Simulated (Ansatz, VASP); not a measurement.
## HC4: VASP beside Ansatz

The input INCAR:

```
SYSTEM = HC4
  PREC = Accurate
  ENCUT = 520
  EDIFF = 1E-7
  ISMEAR = 0
  SIGMA = 0.1
  LREAL = .False.
  LASPH = .True.
  NELM = 60
  ALGO = Normal
  ISIF = 2
  LWAVE = .False.
  LCHARG = .True.
  LDIPOL = .True.
  IDIPOL = 3
  DIPOL = 0.5 0.5 0.245
  GGA = PE
  IVDW = 12
  LELF = .True.
  LVHAR = .True.
  LVACPOTAV = .True.
  NBANDS = 28
```

KPOINTS

```
Automatic mesh
0
Gamma
  6 6 1
  0 0 0
```

POSCAR

```
HC4
1.0
    4.9313048819      0.0000000000      0.0000000000
   -2.4656524409      4.2706353015      0.0000000000
    0.0000000000      0.0000000000     18.0000331942
C H
8 2
Direct
    0.3333333333      0.1666666667      0.2222236565
    0.3333333333      0.6666666667      0.2222236565
    0.8333333333      0.1666666667      0.2222236565
    0.8333333333      0.6666666667      0.2222236565
    0.1666666667      0.3333333333      0.2222218124
    0.1666666667      0.8333333333      0.2222218124
    0.6666666667      0.3333333333      0.2222218124
    0.6666666667      0.8333333333      0.2222218124
    0.2572885523      0.1666666667      0.3361123354
    0.4093781144      0.1666666667      0.3361123354
```

Input for Ansatz:

```yaml
crystal:
  lattice:
    - [4.9313048819, 0.0, 0.0]
    - [-2.4656524409, 4.2706353015, 0.0]
    - [0.0, 0.0, 18.0000331942]
  atoms:
    - { symbol: C, position: [0.3333333333, 0.1666666667, 0.2222236565] }
    - { symbol: C, position: [0.3333333333, 0.6666666667, 0.2222236565] }
    - { symbol: C, position: [0.8333333333, 0.1666666667, 0.2222236565] }
    - { symbol: C, position: [0.8333333333, 0.6666666667, 0.2222236565] }
    - { symbol: C, position: [0.1666666667, 0.3333333333, 0.2222218124] }
    - { symbol: C, position: [0.1666666667, 0.8333333333, 0.2222218124] }
    - { symbol: C, position: [0.6666666667, 0.3333333333, 0.2222218124] }
    - { symbol: C, position: [0.6666666667, 0.8333333333, 0.2222218124] }
    - { symbol: H, position: [0.2572885523, 0.1666666667, 0.3361123354] }
    - { symbol: H, position: [0.4093781144, 0.1666666667, 0.3361123354] }
basis:
  ecutwfc: 420
kpoints:
  mp_grid: { grid: [6, 6, 1] }
hamiltonian:
  xc: pbe
  pseudopotentials: { kind: paw, azcp: { folder: soft_1 } }
  dispersion: d3bj
scf:
  occupations: { method: gaussian, width: 0.1 }
output:
  forces: true
  eigenvalues: true
efield:
  axis: 3
  dipole_correction: true
  ramp_width: 0.04
```

Alike in both runs: task single point; functional PBE; dispersion D3(BJ); k mesh 6 × 6 × 1; occupations gaussian, width 0.1 eV; no spin polarisation.

```csv
,VASP,Ansatz
version,VASP 6.6.1,Ansatz 0.2.0
potentials or method,"VASP PAW PBE potentials, release 64 (C, H), cutoff 520 eV","scalar-relativistic, plane waves, PAW"
valence electrons in the cell,34,34
```

Ansatz gave:

* gap on the k mesh at the Fermi level (eV): 0.09
* least direct gap on the mesh (eV): 0.09
* rms of the force components (eV/Å): 0.356

Which values does VASP return?

gap on the k mesh at the Fermi level (eV): 0.09; least direct gap on the mesh (eV): 0.09; rms of the force components (eV/Å): 0.357.

Atom by atom the forces differ by 0.007 eV/Å (rms over components).
